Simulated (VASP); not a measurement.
# Ge: single point with LDA

Ge:

```xyz
8
Lattice="5.1241 2.9584 2.0290 -5.1241 2.9584 2.0290 0.0000 -5.9168 2.0290" Properties=species:S:1:pos:R:3 pbc="T T T"
Ge    0.0000    0.0000    4.3585
Ge    0.0000    0.0000    1.7285
Ge   -3.5685   -0.9179    2.6105
Ge    2.5792   -2.6315    2.6105
Ge    0.9893    3.5494    2.6105
Ge    3.5685    0.9179    3.4765
Ge   -2.5792    2.6315    3.4765
Ge   -0.9893   -3.5494    3.4765
```

```json
{"Program": "VASP 6.6.1", "Task": "single point", "Functional": "LDA", "Potentials or basis": "VASP PAW LDA potentials, release 64 (Ge_d)", "Cutoff": "520 eV", "k mesh": "9 × 9 × 9", "Occupations": "gaussian, width 0.15 eV", "Spin": "no spin polarisation"}
```

```yaml
Pressure: -7.9 GPa
Largest_force: 0.325 eV/Å
Band_gap_on_the_k_mesh: zero (bands 56 and 57 overlap by 0.57 eV)
```

Forces on the atoms (eV/Å):
```
Ge   0.000  0.000 -0.265
Ge   0.000  0.000  0.265
Ge   0.214 -0.101 -0.223
Ge  -0.019  0.236 -0.223
Ge  -0.195 -0.135 -0.223
Ge  -0.214  0.101  0.223
Ge   0.019 -0.236  0.223
Ge   0.195  0.135  0.223
```

Stress tensor (GPa, compression positive):
```
-7.97  0.00  0.00
 0.00 -7.97  0.00
 0.00  0.00 -7.71
```

Levels at points of the mesh, in eV from the Fermi level:
| k point | band 52 | band 53 | band 54 | band 55 | band 56 | band 57 | band 58 | band 59 | band 60 | band 61 |
| --- | --- | --- | --- | --- | --- | --- | --- | --- | --- | --- |
| (0.00, 0.00, 0.00) | -2.99 | -2.99 | -0.95 | -0.95 | -0.44 | 1.34 | 1.69 | 1.69 | 3.94 | 3.97 |

It took 16 min on 4 MPI ranks on Oxide Virtual Turin-like Processor, with other jobs on the host, peak memory 0.92 GiB a rank.

Caveat: the cell stands under tension; semilocal functionals underestimate gaps, and a narrow one can read as zero.
